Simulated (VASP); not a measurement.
Write the native input for VASP 6.6.1 that does the following.

```yaml
Task: single point
Functional: PBE
Potentials_or_basis: VASP PAW PBE potentials, release 64 (Ni, Al)
Cutoff: 520 eV
k_mesh: 13 × 9 × 1
Occupations: fermi-dirac, width 0.1 eV
Spin: no spin polarisation
Dipole_correction: yes
k_mesh_for_the_DOS: 20 × 14 × 1
Occupations_for_the_DOS: tetrahedron
Further_INCAR_settings: ALGO = Normal; EDIFF = 1e-06; NELMDL = -8
```

The system is AlNi, a slab with vacuum.

```
Ni Al
1.0
     2.89357    0.00000    0.00000
     0.00000    4.09213    0.00000
     0.00000    0.00000   16.00000
Ni Al
1 1
Direct
  0.75000 0.25000 0.50000
  0.25000 0.75000 0.50000
```

These files were run (other wordings do the same):

POSCAR

```
AlNi
1.0
    2.8935740570      0.0000000000      0.0000000000
    0.0000000000      4.0921316751      0.0000000000
    0.0000000000      0.0000000000     16.0000000000
Ni Al
1 1
Direct
    0.7500000000      0.2500000000      0.5000000000
    0.2500000000      0.7500000000      0.5000000000
```

INCAR.step1

```
SYSTEM = AlNi
  PREC = Accurate
  ENCUT = 520
  EDIFF = 1E-6
  ISMEAR = -1
  SIGMA = 0.1
  LREAL = .FALSE.
  LASPH = .TRUE.
  NELM = 120
  ALGO = Normal
  ISIF = 2
  LWAVE = .FALSE.
  LCHARG = .TRUE.
  LMAXMIX = 4
  LDIPOL = .TRUE.
  IDIPOL = 3
  DIPOL = 0.5 0.5 0.500
  GGA = PE
  NBANDS = 14
  GGA_COMPAT = .FALSE.
  NEDOS = 2001
  LORBIT = 11
  NELMDL = -8
```

KPOINTS.step1

```
regular mesh
0
G
  13 9 1
  0 0 0
```

INCAR.step2

```
SYSTEM = AlNi
  PREC = Accurate
  ENCUT = 520
  EDIFF = 1E-6
  ISMEAR = -5
  SIGMA = 0.1
  LREAL = .FALSE.
  LASPH = .TRUE.
  NELM = 120
  ALGO = Normal
  ISIF = 2
  LWAVE = .FALSE.
  LCHARG = .FALSE.
  LMAXMIX = 4
  LDIPOL = .TRUE.
  IDIPOL = 3
  DIPOL = 0.5 0.5 0.500
  GGA = PE
  LORBIT = 11
  NEDOS = 2001
  ICHARG = 11
  GGA_COMPAT = .FALSE.
  NELMDL = -8
```

KPOINTS.step2

```
regular mesh
0
G
  20 14 1
  0 0 0
```

Potentials or basis: VASP PAW PBE potentials, release 64 (Ni, Al).

Run with:

```sh
$ cat potpaw_PBE.64/Ni/POTCAR potpaw_PBE.64/Al/POTCAR > POTCAR
$ cp INCAR.step1 INCAR
$ cp KPOINTS.step1 KPOINTS
$ mpirun -np 1 vasp_std > vasp.out
$ cp INCAR.step2 INCAR
$ cp KPOINTS.step2 KPOINTS
$ mpirun -np 1 vasp_std > vasp.out
```

Results of the run:

| Property | Result |
| --- | --- |
| Valence electrons inside the program's atomic spheres | Ni 9.13; Al 0.76 |

Wall time 2.5 min on 1 thread of Intel(R) Xeon(R) Platinum 8375C CPU @ 2.90GHz (Ice Lake), with other jobs on the host, peak memory 0.4 GiB.
